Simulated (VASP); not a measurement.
A run of VASP 6.6.1:

The input INCAR:

```
PREC = Accurate
ENCUT = 520
EDIFF = 1E-6
ISMEAR = 0
SIGMA = 0.15
LREAL = False
LASPH = True
NELM = 60
ALGO = Fast
ISIF = 2
LWAVE = False
LCHARG = False
GGA = PS
NBANDS = 19
```

Contents of KPOINTS:

```
regular mesh
0
Gamma
  12 12 12
```

Contents of POSCAR:

```
YIn
1.0
    3.8100000000      0.0000000000      0.0000000000
    0.0000000000      3.8671500000      0.0000000000
    0.0000000000      0.0000000000      3.8100000000
Y In
1 1
Direct
    0.5000000000      0.5000000000      0.5000000000
    0.0000000000      0.0000000000      0.0000000000
```

Potentials or basis: VASP PAW PBE potentials, release 64 (Y_sv, In_d).

The run is started by

```sh
$ cat potpaw_PBE.64/Y_sv/POTCAR potpaw_PBE.64/In_d/POTCAR > POTCAR
$ mpirun -np 1 vasp_std > vasp.out
```

Hardware: 1 thread of Intel Xeon 8259CL (shared host).

Q: Estimate the wall time of this run.

A: Wall time 6.4 min on 1 thread of Intel Xeon 8259CL, with other jobs on the host, peak memory 0.36 GiB. Counts: scf iterations 23, k points 196.
